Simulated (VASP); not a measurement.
# AlGaN (P4/mmm) in VASP: notebook

Runs on AlGaN. Level: PBE. Tasks: single point, relaxation of cell and atoms.

All numbers are computed with VASP 6.6.1; they aren't measurements. Logs are shortened: lines on timing, memory, paths and dates and some standing lists are left out, and cuts for length are marked.

### 1 The cell of the first run

It takes space group P4/mmm (No. 123, tetragonal). The conventional cell has a = 3.973 Å, b = 3.973 Å, c = 3.515 Å, α = 90.00°, β = 90.00°, γ = 90.00°. Al (site symmetry 4/mmm) has 2 N at 1.76 Å within 2.3 Å. Within 3.7 Å of Ga (site symmetry 4/mmm) lie 4 Al at 2.81 Å and 8 N at 3.31 Å and 2 Ga at 3.51 Å. N (site symmetry 4/mmm) has 2 Al at 1.76 Å within 2.3 Å.

The cell was built from a structure type or drawn by symmetry, and may not be a known phase.

### 2 Single point, PBE, collinear spin, ferromagnetic start

File INCAR:

```
SYSTEM = AlGaN
PREC = Accurate ; ENCUT = 520
EDIFF = 1E-6 ; ISMEAR = 0
SIGMA = 0.1 ; LREAL = .False.
LASPH = .True. ; NELM = 150
ALGO = Normal ; ISIF = 2
LWAVE = .False. ; LCHARG = .False.
ISPIN = 2 ; MAGMOM = 0 0 1
LORBIT = 11 ; GGA = PE
NBANDS = 22
```

File KPOINTS:

```
regular mesh
0
Gamma
  4 4 6
  0 0 0
```

File POSCAR:

```
AlGaN
1.0
    3.9732249662      0.0000000000      0.0000000000
    0.0000000000      3.9732249662      0.0000000000
    0.0000000000      0.0000000000      3.5148684849
Al Ga N
1 1 1
Direct
    0.0000000000      0.0000000000      0.0000000000
    0.5000000000      0.5000000000      0.0000000000
    0.0000000000      0.0000000000      0.5000000000
```

Potentials or basis: VASP PAW PBE potentials, release 64 (Al, Ga_d, N).

Command:

```bash
> cat potpaw_PBE.64/Al/POTCAR potpaw_PBE.64/Ga_d/POTCAR potpaw_PBE.64/N/POTCAR > POTCAR
> mpirun -np 1 vasp_std > vasp.out
```

OUTCAR:

```text
SYSTEM = AlGaN
   PREC = Accurate
   ENCUT = 520
   EDIFF = 1E-6
   ISMEAR = 0
   LREAL = .False.
   LASPH = .True.
   NELM = 150
   ISIF = 2
   ISPIN = 2
   LORBIT = 11
   GGA = PE

 ion  position               nearest neighbor table
   1  0.000  0.000  0.000-   3 1.76   3 1.76   2 2.81   2 2.81   2 2.81   2 2.81
   2  0.500  0.500  0.000-   1 2.81   1 2.81   1 2.81   1 2.81
   3  0.000  0.000  0.500-   1 1.76   1 1.76

  LATTYP: Found a simple tetragonal cell.
 ALAT       =     3.9732249662
 C/A-ratio  =     0.8846386789

  Lattice vectors:

 A1 = (   3.9732249662,   0.0000000000,   0.0000000000)
 A2 = (   0.0000000000,   3.9732249662,   0.0000000000)
 A3 = (   0.0000000000,   0.0000000000,   3.5148684849)

Analysis of symmetry for initial positions (statically):
=====================================================================
 Subroutine PRICEL returns:
 Original cell was already a primitive cell.

 Routine SETGRP: Setting up the symmetry group for a
 simple tetragonal supercell.

 Subroutine GETGRP returns: Found 16 space group operations
 (whereof 16 operations were pure point group operations)
 out of a pool of 16 trial point group operations.

The static configuration has the point symmetry D_4h.

Analysis of symmetry for dynamics (positions and initial velocities):
=====================================================================
 Subroutine PRICEL returns:
 Original cell was already a primitive cell.

 Routine SETGRP: Setting up the symmetry group for a
 simple tetragonal supercell.

 Subroutine GETGRP returns: Found 16 space group operations
 (whereof 16 operations were pure point group operations)
 out of a pool of 16 trial point group operations.

The dynamic configuration has the point symmetry D_4h.

Analysis of structural, dynamic, and magnetic symmetry:
=====================================================================
 Subroutine PRICEL returns:
 Original cell was already a primitive cell.

 Routine SETGRP: Setting up the symmetry group for a
 simple tetragonal supercell.

 Subroutine GETGRP returns: Found 16 space group operations
 (whereof 16 operations were pure point group operations)
 out of a pool of 16 trial point group operations.

The overall configuration has the point symmetry D_4h.

 Subroutine INISYM returns: Found 16 space group operations
 (whereof 16 operations are pure point group operations),
 and found     1 'primitive' translations

----------------------------------------------------------------------------------------

                                     Primitive cell

  volume of cell :      55.4875

  direct lattice vectors                    reciprocal lattice vectors
     3.973224966  0.000000000  0.000000000     0.251684717  0.000000000  0.000000000
     0.000000000  3.973224966  0.000000000     0.000000000  0.251684717  0.000000000
     0.000000000  0.000000000  3.514868485     0.000000000  0.000000000  0.284505666

  length of vectors
     3.973224966  3.973224966  3.514868485     0.251684717  0.251684717  0.284505666

  position of ions in fractional coordinates (direct lattice)
     0.000000000  0.000000000  0.000000000
     0.500000000  0.500000000  0.000000000
     0.000000000  0.000000000  0.500000000

  ion indices of the primitive-cell ions
   primitive index   ion index
                 1           1
                 2           2
                 3           3

----------------------------------------------------------------------------------------

 KPOINTS: regular mesh

Automatic generation of k-mesh.
 Grid dimensions read from file:
 generate k-points for:    4    4    6

 Generating k-lattice:

  Cartesian coordinates                     Fractional coordinates (reciprocal lattice)
     0.062921179  0.000000000  0.000000000     0.250000000  0.000000000  0.000000000
     0.000000000  0.062921179  0.000000000     0.000000000  0.250000000  0.000000000
     0.000000000  0.000000000  0.047417611     0.000000000  0.000000000  0.166666667

  Length of vectors
     0.062921179  0.062921179  0.047417611

  Shift w.r.t. Gamma in fractional coordinates (k-lattice)
     0.000000000  0.000000000  0.000000000

 Subroutine IBZKPT returns following result:
 ===========================================

 Found     24 irreducible k-points:

 Following reciprocal coordinates:
            Coordinates               Weight
  0.000000  0.000000  0.000000      1.000000
  0.250000  0.000000  0.000000      4.000000
  0.500000  0.000000  0.000000      2.000000
  0.250000  0.250000  0.000000      4.000000
  0.500000  0.250000  0.000000      4.000000
  0.500000  0.500000  0.000000      1.000000
[... 16 lines left out ...]
  0.500000  0.250000  0.500000      4.000000
  0.500000  0.500000  0.500000      1.000000
   k-points           NKPTS =     24   k-points in BZ     NKDIM =     24   number of bands    NBANDS=     22
   number of dos      NEDOS =    301   number of ions     NIONS =      3
   total plane-waves  NPLWV =  25200
   dimension x,y,z NGX =    30 NGY =   30 NGZ =   28
   dimension x,y,z NGXF=    60 NGYF=   60 NGZF=   56
   ions per type =               1   1   1
   NGX,Y,Z   is equivalent  to a cutoff of  12.55, 12.55, 13.24 a.u.
   NGXF,Y,Z  is equivalent  to a cutoff of  25.10, 25.10, 26.49 a.u.
 SYSTEM =  AlGaN
   PREC   = accura    normal or accurate (medium, high low for compatibility)
   ISTART =      0    job   : 0-new  1-cont  2-samecut
   ICHARG =      2    charge: 1-file 2-atom 10-const
   ISPIN  =      2    spin polarized calculation?
   LNONCOLLINEAR =      F non collinear calculations
   LSORBIT =      F    spin-orbit coupling
   LASPH  =      T    aspherical Exc in radial PAW
   ENCUT  =  520.0 eV  38.22 Ry    6.18 a.u.   7.39  7.39  6.54*2*pi/ulx,y,z
   NELM   =    150;   NELMIN=  2; NELMDL= -5     # of ELM steps
   EDIFF  = 0.1E-05   stopping-criterion for ELM
   LREAL  =      F    real-space projection
   EDIFFG = 0.1E-04   stopping-criterion for IOM
   NSW    =      0    number of steps for IOM
   IBRION =     -1    ionic relax: 0-MD 1-quasi-New 2-CG
   NFREE  =      0    steps in history (QN), initial steepest desc. (CG)
   ISIF   =      2    stress and relaxation
   ISYM   =      2    0-nonsym 1-usesym 2-fastsym
   POTIM  = 0.5000    time-step for ionic-motion
   TEBEG  =    0.0;   TEEND  =   0.0 temperature during run
   PSTRESS=    0.0 pullay stress
   NELECT =      21.0000    total number of electrons
   NUPDOWN=      -1.0000    fix difference up-down
   EMIN   =  10.00;   EMAX   =-10.00  energy-range for DOS
   EFERMI =   0.00;   METHOD = LEGACY
   ISMEAR =     0;   SIGMA  =   0.10  broadening in eV -4-tet -1-fermi 0-gaus
   EFERMI_NEDOS =   21; number of points for ismear=-14 and -15
   IALGO  =     38    algorithm
   IMIX   =      4    mixing-type and parameters
     AMIX     =   0.40;   BMIX     =  1.00
     AMIX_MAG =   1.60;   BMIX_MAG =  1.00
  volume/ion in A,a.u.               =      18.50       124.82
  Fermi-wavevector in a.u.,A,eV,Ry     =   1.184176  2.237768 19.079069  1.402272
  Thomas-Fermi vector in A             =   2.320395
   LORBIT       =     11    0 simple, 1 ext, 2 COOP (PROOUT), +10 PAW based schemes
   GGA     = PE    functional components
   LHFCALC =     F    Hartree Fock is set to
   AEXX    =    0.0000 exact exchange contribution
   IVDW    =     0    specifies the selected vdW correction
   LEPSILON=     F    determine dielectric tensor
   LRPA    =     F    only Hartree local field effects (RPA)
 spin polarized calculation
 Gauss-broadening in eV      SIGMA  =   0.10
  energy-cutoff  :      520.00
  volume of cell :       55.49
 maximum number of plane-waves:      1532
 NGX is ok and might be reduce to    30
   NGX = 15   NGY = 15   NGZ = 13

 number of electron      20.9999993 magnetization       0.0001612

 number of electron      20.9999993 magnetization      -0.0003175

 Free energy of the ion-electron system (eV)
  ---------------------------------------------------
  ext. energy  EPLUGINS =         0.00000000
  ---------------------------------------------------
  free energy    TOTEN  =       -13.79923442 eV

  energy without entropy =      -13.78634545  energy(sigma->0) =      -13.79278994

 E-fermi :   3.6726     XC(G=0):  -9.4133

 val. band max:        3.6542396524   @ k =   0.2500   0.2500   0.1667
 cond. band min:       3.7151705278   @ k =   0.5000   0.2500   0.1667
 fundamental gap:      0.0609308754
 Fermi energy:         3.6725945883

 spin component 1

 k-point     1 :       0.0000    0.0000    0.0000
  band No.  band energies     occupation
      1     -11.5989      1.00000
      2     -11.5025      1.00000
      3     -11.5025      1.00000
      4     -11.4922      1.00000
      5     -11.4825      1.00000
      6     -10.6240      1.00000
[... 14 lines left out ...]
     21      15.7891      0.00000
     22      18.2872      0.00000

 k-point     2 :       0.2500    0.0000    0.0000
  band No.  band energies     occupation
      1     -11.5909      1.00000
      2     -11.5056      1.00000
      3     -11.5021      1.00000
      4     -11.4977      1.00000
      5     -11.4735      1.00000
      6     -10.5263      1.00000
[... 14 lines left out ...]
     21      18.3004      0.00000
     22      18.5421      0.00000

 k-point     3 :       0.5000    0.0000    0.0000
  band No.  band energies     occupation
      1     -11.5841      1.00000
      2     -11.5086      1.00000
      3     -11.5031      1.00000
      4     -11.5018      1.00000
      5     -11.4641      1.00000
      6     -10.4215      1.00000
[... 14 lines left out ...]
     21      17.2345      0.00000
     22      17.2946      0.00000
[... 476 lines left out ...]
 k-point    23 :       0.5000    0.2500    0.5000
  band No.  band energies     occupation
      1     -11.5371      1.00000
      2     -11.5278      1.00000
      3     -11.5244      1.00000
      4     -11.5090      1.00000
      5     -11.4528      1.00000
      6      -9.7681      1.00000
[... 14 lines left out ...]
     21      19.2167      0.00000
     22      19.2333      0.00000

 k-point    24 :       0.5000    0.5000    0.5000
  band No.  band energies     occupation
      1     -11.5291      1.00000
      2     -11.5291      1.00000
      3     -11.5229      1.00000
      4     -11.5184      1.00000
      5     -11.4441      1.00000
      6      -9.7413      1.00000
[... 14 lines left out ...]
     21      19.8066      0.00000
     22      21.7150      0.00000
 Fermi energy:         3.6725945883

 spin component 2

 k-point     1 :       0.0000    0.0000    0.0000
  band No.  band energies     occupation
      1     -11.5989      1.00000
      2     -11.5025      1.00000
      3     -11.5025      1.00000
      4     -11.4922      1.00000
      5     -11.4825      1.00000
      6     -10.6241      1.00000
[... 14 lines left out ...]
     21      15.7889      0.00000
     22      18.2871      0.00000

 k-point     2 :       0.2500    0.0000    0.0000
  band No.  band energies     occupation
      1     -11.5909      1.00000
      2     -11.5056      1.00000
      3     -11.5022      1.00000
      4     -11.4977      1.00000
      5     -11.4735      1.00000
      6     -10.5264      1.00000
[... 14 lines left out ...]
     21      18.3003      0.00000
     22      18.5421      0.00000

 k-point     3 :       0.5000    0.0000    0.0000
  band No.  band energies     occupation
      1     -11.5841      1.00000
      2     -11.5086      1.00000
      3     -11.5031      1.00000
      4     -11.5018      1.00000
      5     -11.4641      1.00000
      6     -10.4216      1.00000
[... 14 lines left out ...]
     21      17.2344      0.00000
     22      17.2945      0.00000
[... 476 lines left out ...]
 k-point    23 :       0.5000    0.2500    0.5000
  band No.  band energies     occupation
      1     -11.5371      1.00000
      2     -11.5279      1.00000
      3     -11.5244      1.00000
      4     -11.5090      1.00000
      5     -11.4528      1.00000
      6      -9.7682      1.00000
[... 14 lines left out ...]
     21      19.2166      0.00000
     22      19.2331      0.00000

 k-point    24 :       0.5000    0.5000    0.5000
  band No.  band energies     occupation
      1     -11.5292      1.00000
      2     -11.5292      1.00000
      3     -11.5230      1.00000
      4     -11.5184      1.00000
      5     -11.4441      1.00000
      6      -9.7413      1.00000
[... 14 lines left out ...]
     21      19.8064      0.00000
     22      21.7148      0.00000

------------------------ aborting loop because EDIFF is reached ----------------------------------------

  FORCE on cell =-STRESS in cart. coord.  units (eV):
  Direction    XX          YY          ZZ          XY          YZ          ZX
  --------------------------------------------------------------------------------------
  -------------------------------------------------------------------------------------
  Total       -0.1383103     -0.1383103      0.0622432      0.0000000      0.0000000      0.0000000
  in kB       -3.9936464     -3.9936464      1.7972439      0.0000000      0.0000000      0.0000000
  external PRESSURE =      -2.0633496 kB  Pullay stress =       0.0000000 kB

 VOLUME and BASIS-vectors are now :
 -----------------------------------------------------------------------------
  energy-cutoff  :      520.00
  volume of cell :       55.49
      direct lattice vectors                 reciprocal lattice vectors
     3.973224966  0.000000000  0.000000000     0.251684717  0.000000000  0.000000000
     0.000000000  3.973224966  0.000000000     0.000000000  0.251684717  0.000000000
     0.000000000  0.000000000  3.514868485     0.000000000  0.000000000  0.284505666

 POSITION                                       TOTAL-FORCE (eV/Angst)
 -----------------------------------------------------------------------------------
      0.00000      0.00000      0.00000         0.000000      0.000000      0.000000
      1.98661      1.98661      0.00000         0.000000      0.000000      0.000000
      0.00000      0.00000      1.75743         0.000000      0.000000      0.000000
 -----------------------------------------------------------------------------------
    total drift:                                0.000000      0.000000     -0.000000

  FREE ENERGIE OF THE ION-ELECTRON SYSTEM (eV)
  ---------------------------------------------------
  free  energy   TOTEN  =       -13.7992344206 eV

  energy  without entropy=      -13.7863454514  energy(sigma->0) =      -13.79278994

 total charge

# of ion       s       p       d       tot
------------------------------------------
    1        0.395   0.432   0.000   0.827
    2        1.117   0.405   9.928  11.451
    3        1.285   2.402   0.000   3.688
--------------------------------------------------
tot          2.798   3.240   9.928  15.966

 magnetization (x)

# of ion       s       p       d       tot
------------------------------------------
    1       -0.000  -0.000   0.000  -0.000
    2       -0.000  -0.000  -0.000  -0.000
    3       -0.000  -0.000   0.000  -0.000
--------------------------------------------------
tot         -0.000  -0.000  -0.000  -0.000
```

Run time: 26 s. Hardware: 1 thread of Intel Xeon 6975P-C (Granite Rapids), shared host; peak memory 0.2 GiB.

What came out:

```yaml
Free_energy: -13.7992 eV
Pressure: -0.2 GPa
Net_moment: 0.00 μB per cell
Valence_electrons_inside_the_program's_atomic_spheres: Al 0.83; Ga 11.45; N 3.69
```

Stress tensor (GPa, compression positive):
```
-0.40  0.00  0.00
 0.00 -0.40  0.00
 0.00  0.00  0.18
```

Caveat: the k points lie up to 0.40 Å⁻¹ apart.

### 3 Single point, PBE, collinear spin, ferromagnetic start

This run uses another cell than the first one, of 15.22 Å³/atom.

File INCAR:

```
SYSTEM = AlGaN
ALGO = Normal
EDIFF = 1E-6
ENCUT = 520
GGA = PE
ISIF = 2
ISMEAR = 0
ISPIN = 2
LASPH = .TRUE.
LCHARG = .FALSE.
LORBIT = 11
LREAL = .FALSE.
LWAVE = .FALSE.
MAGMOM = 0 0 1
NBANDS = 22
NELM = 150
PREC = Accurate
SIGMA = 0.1
```

File KPOINTS:

```
k-points
0
G
  6 6 4
  0 0 0
```

File POSCAR:

```
AlGaN
1.0
    3.4463603300      0.0000000000      0.0000000000
    0.0000000000      3.4463603300      0.0000000000
    0.0000000000      0.0000000000      3.8449207000
Al Ga N
1 1 1
Direct
    0.0000000000      0.0000000000      0.0000000000
    0.5000000000      0.5000000000      0.0000000000
    0.0000000000      0.0000000000      0.5000000000
```

Potentials or basis: VASP PAW PBE potentials, release 64 (Al, Ga_d, N).

Command:

```bash
> cat potpaw_PBE.64/Al/POTCAR potpaw_PBE.64/Ga_d/POTCAR potpaw_PBE.64/N/POTCAR > POTCAR
> mpirun -np 1 vasp_std > vasp.out
```

Wall time 36 s (1 thread of Intel Xeon 6975P-C (Granite Rapids), shared host); peak memory 0.2 GiB.

It converged, with:

```yaml
Free_energy: -12.7902 eV
Pressure: 4.1 GPa
Net_moment: 0.00 μB per cell
Valence_electrons_inside_the_program's_atomic_spheres: Al 0.82; Ga 11.68; N 3.56
```

Stress tensor (GPa, compression positive):
```
 20.33   0.00   0.00
  0.00  20.33   0.00
  0.00   0.00 -28.38
```

Levels at points of the mesh, in eV from the Fermi level:
Spin up:
| k point | band 8 | band 9 | band 10 | band 11 | band 12 | band 13 |
| --- | --- | --- | --- | --- | --- | --- |
| (0.00, 0.00, 0.00) | -4.09 | -1.41 | -1.41 | 3.79 | 3.79 | 4.73 |
| (0.50, 0.00, 0.00) | -3.52 | -3.47 | -0.59 | 0.09 | 3.36 | 3.82 |
| (0.50, 0.50, 0.00) | -4.55 | -4.53 | -3.21 | 1.38 | 1.38 | 1.75 |
| (0.00, 0.00, 0.50) | -1.61 | -0.48 | -0.48 | 0.80 | 1.86 | 1.86 |
| (0.50, 0.00, 0.50) | -6.36 | -3.20 | -0.28 | 0.41 | 4.29 | 4.32 |
| (0.50, 0.50, 0.50) | -3.81 | -2.88 | -2.88 | -1.93 | -1.93 | 1.97 |
Spin down:
| k point | band 8 | band 9 | band 10 | band 11 | band 12 | band 13 |
| --- | --- | --- | --- | --- | --- | --- |
| (0.00, 0.00, 0.00) | -4.09 | -1.41 | -1.41 | 3.80 | 3.80 | 4.73 |
| (0.50, 0.00, 0.00) | -3.52 | -3.47 | -0.59 | 0.09 | 3.36 | 3.83 |
| (0.50, 0.50, 0.00) | -4.55 | -4.53 | -3.21 | 1.39 | 1.39 | 1.75 |
| (0.00, 0.00, 0.50) | -1.61 | -0.48 | -0.48 | 0.80 | 1.86 | 1.86 |
| (0.50, 0.00, 0.50) | -6.36 | -3.20 | -0.28 | 0.41 | 4.29 | 4.32 |
| (0.50, 0.50, 0.50) | -3.81 | -2.88 | -2.88 | -1.92 | -1.92 | 1.97 |

Caveat: the k points lie up to 0.41 Å⁻¹ apart.

(Continued in part 2 of 3.)
